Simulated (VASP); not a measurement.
Set up this calculation in VASP 6.6.1, as the native input.

```
Task                   : single point
Functional             : r2SCAN
Potentials or basis    : VASP PAW PBE potentials, release 64 (Sb)
Cutoff                 : 520 eV
k mesh                 : 9 × 9 × 9
Occupations            : fermi-dirac, width 0.1 eV
Spin                   : no spin polarisation
Dipole correction      : no
Further INCAR settings : ALGO = Normal; EDIFF = 1e-07; NBANDS = 12
```

Sb:

```
Sb
1.0
     0.00000    3.54337    3.54337
     3.54337    0.00000    3.54337
     3.54337    3.54337    0.00000
Sb
2
Direct
  0.00000 0.00000 0.00000
  0.25000 0.25000 0.25000
```

One way to write it, as run:

POSCAR

```
Sb
1.0
    0.0000000000      3.5433727768      3.5433727768
    3.5433727768      0.0000000000      3.5433727768
    3.5433727768      3.5433727768      0.0000000000
Sb
2
Direct
    0.0000000000      0.0000000000      0.0000000000
    0.2500000000      0.2500000000      0.2500000000
```

INCAR.step1

```
PREC     = Accurate       # precision mode
ENCUT    = 520            # plane-wave cutoff, eV
ISMEAR   = -1             # smearing method
SIGMA    = 0.1            # smearing width, eV
LREAL    = False          # projectors in reciprocal space
LASPH    = True           # aspherical terms in the spheres
NELM     = 100            # most SCF steps
NBANDS   = 12             # bands
GGA      = PE             # functional
ALGO     = Normal         # electronic algorithm
EDIFF    = 1E-4           # SCF threshold, eV
LWAVE    = True           # write WAVECAR
LCHARG   = False          # write CHGCAR
```

INCAR.step2

```
PREC     = Accurate       # precision mode
ENCUT    = 520            # plane-wave cutoff, eV
EDIFF    = 1E-7           # SCF threshold, eV
ISMEAR   = -1             # smearing method
SIGMA    = 0.1            # smearing width, eV
LREAL    = False          # projectors in reciprocal space
LASPH    = True           # aspherical terms in the spheres
NELM     = 100            # most SCF steps
ALGO     = Normal         # electronic algorithm
ISIF     = 2              # what is computed and relaxed
LWAVE    = False          # write WAVECAR
LCHARG   = True           # write CHGCAR
METAGGA  = R2SCAN         # meta-GGA
LMIXTAU  = True         
LELF     = True           # ELF
LVHAR    = True         
NBANDS   = 12             # bands
ISTART   = 1
```

KPOINTS

```
Automatic mesh
0
Gamma
  9 9 9
```

Potentials or basis: VASP PAW PBE potentials, release 64 (Sb).

Run with:

```console
$ cat potpaw_PBE.64/Sb/POTCAR > POTCAR
$ cp INCAR.step1 INCAR
$ mpirun -np 1 vasp_std > vasp.out
$ cp INCAR.step2 INCAR
$ mpirun -np 1 vasp_std > vasp.out
```

It gave:

The pressure is -1.8 GPa. The band gap on the k mesh is zero (band 5 reaches 3.81 eV, above the bottom of band 6 at 3.09 eV).

Caveat: the PAW data sets were made with another functional, which shifts forces and pressure a little; spin-orbit coupling is left out, which moves the levels of the heavy elements.

Wall time 74 s on 1 thread of Intel(R) Xeon(R) 6975P-C (Granite Rapids) (shared host), peak memory 0.25 GiB.
